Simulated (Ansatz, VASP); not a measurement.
**Two plane-wave programs on Sn3Se**

```
Sn Se
1.0
     4.74188    0.00000    0.00000
     0.00000    4.74188    0.00000
     0.00000    0.00000    4.74188
Sn Se
3 1
Direct
  0.50000 0.50000 0.00000
  0.50000 0.00000 0.50000
  0.00000 0.50000 0.50000
  0.00000 0.00000 0.00000
```

Alike in both runs: task single point; functional PBE-based global hybrid; k mesh 3 × 3 × 3; occupations fermi-dirac, width 0.05 eV; no spin polarisation.

|  | VASP | Ansatz |
| --- | --- | --- |
| version | VASP 6.6.1 | Ansatz 0.2.0 |
| potentials or method | VASP PAW PBE potentials, release 64 (Sn_d, Se) | Ansatz PAW |
| plane-wave cutoff (eV) | 520 | 420 |
| valence electrons in the cell | 48 | 58 |

```csv
,VASP,Ansatz,Ansatz less VASP
gap on the k mesh at the Fermi level (eV),none,none,-
pressure (GPa),-2.7,-2.5,+0.28
```

VASP's potentials were made for PBE, not for PBE-based global hybrid. A gap of «none» marks a metal or a gap that the smearing closes. VASP's potentials hold 48 valence electrons a cell and Ansatz's 58, so a difference there can come from the potentials and not from the codes.

The k mesh is coarse, so the values compare programs but aren't converged.
